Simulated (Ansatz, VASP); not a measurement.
## One calculation of ZnS, two programs

File INCAR:

```
ALGO     = Normal         # electronic algorithm
EDIFF    = 1E-6           # SCF threshold, eV
ENCUT    = 520            # plane-wave cutoff, eV
GGA      = PE             # functional
ISIF     = 2              # what is computed and relaxed
ISMEAR   = 0              # smearing method
LASPH    = T              # aspherical terms in the spheres
LCHARG   = F              # write CHGCAR
LREAL    = F              # projectors in reciprocal space
LWAVE    = F              # write WAVECAR
NBANDS   = 46             # bands
NELM     = 60             # most SCF steps
PREC     = Accurate       # precision mode
SIGMA    = 0.05           # smearing width, eV
```

The input KPOINTS:

```
k-points
0
Gamma
  8 8 2
```

POSCAR

```
ZnS
1.0
   -3.8454929872      0.0000000000      0.0000000000
   -1.9227464936     -3.3302946170      0.0000000000
   -0.9615655215     -0.5551601127     12.6106666151
Zn S
4 4
Direct
    0.2239181388      0.2239181388      0.6563598951
    0.3072681388      0.3072681388      0.1563598951
    0.5155764722      0.5155764722      0.9063598951
    0.5989264722      0.5989264722      0.4063598951
    0.1926985278      0.1926985278      0.8436401049
    0.2760485278      0.2760485278      0.3436401049
    0.6510568612      0.6510568612      0.0936401049
    0.5677068612      0.5677068612      0.5936401049
```

Input for Ansatz:

```yaml
crystal:
  lattice:
    - [-3.8454929872, 0.0, 0.0]
    - [-1.9227464936, -3.330294617, 0.0]
    - [-0.9615655215, -0.5551601127, 12.6106666151]
  atoms:
    - { symbol: Zn, position: [0.2239181388, 0.2239181388, 0.6563598951] }
    - { symbol: Zn, position: [0.3072681388, 0.3072681388, 0.1563598951] }
    - { symbol: Zn, position: [0.5155764722, 0.5155764722, 0.9063598951] }
    - { symbol: Zn, position: [0.5989264722, 0.5989264722, 0.4063598951] }
    - { symbol: S, position: [0.1926985278, 0.1926985278, 0.8436401049] }
    - { symbol: S, position: [0.2760485278, 0.2760485278, 0.3436401049] }
    - { symbol: S, position: [0.6510568612, 0.6510568612, 0.0936401049] }
    - { symbol: S, position: [0.5677068612, 0.5677068612, 0.5936401049] }
basis:
  ecutwfc: 420
kpoints:
  mp_grid: { grid: [8, 8, 2] }
hamiltonian:
  xc: pbe
scf:
  occupations: { method: gaussian, width: 0.05 }
output:
  forces: true
  stress: true
  eigenvalues: true
```

Alike in both runs: task single point; functional PBE; k mesh 8 × 8 × 2; occupations gaussian, width 0.05 eV; no spin polarisation.

|  | VASP | Ansatz |
| --- | --- | --- |
| version | VASP 6.6.1 | Ansatz 0.2.0 |
| potentials or method | VASP PAW PBE potentials, release 64 (Zn, S), cutoff 520 eV | scalar-relativistic, plane waves, PAW |
| valence electrons in the cell | 72 | 72 |

```tsv
	VASP	Ansatz	Ansatz less VASP
gap on the k mesh at the Fermi level (eV)	1.80	1.80	-0.001
least direct gap on the mesh (eV)	1.80	1.80	-0.001
pressure (GPa)	-0.4	-0.5	-0.14
traceless stress, the component that is largest in VASP (GPa)	1.33	1.34	+0.003
rms of the force components (eV/Å)	0.175	0.173	-0.0015
```

Atom by atom the forces differ by 0.003 eV/Å (rms over components).
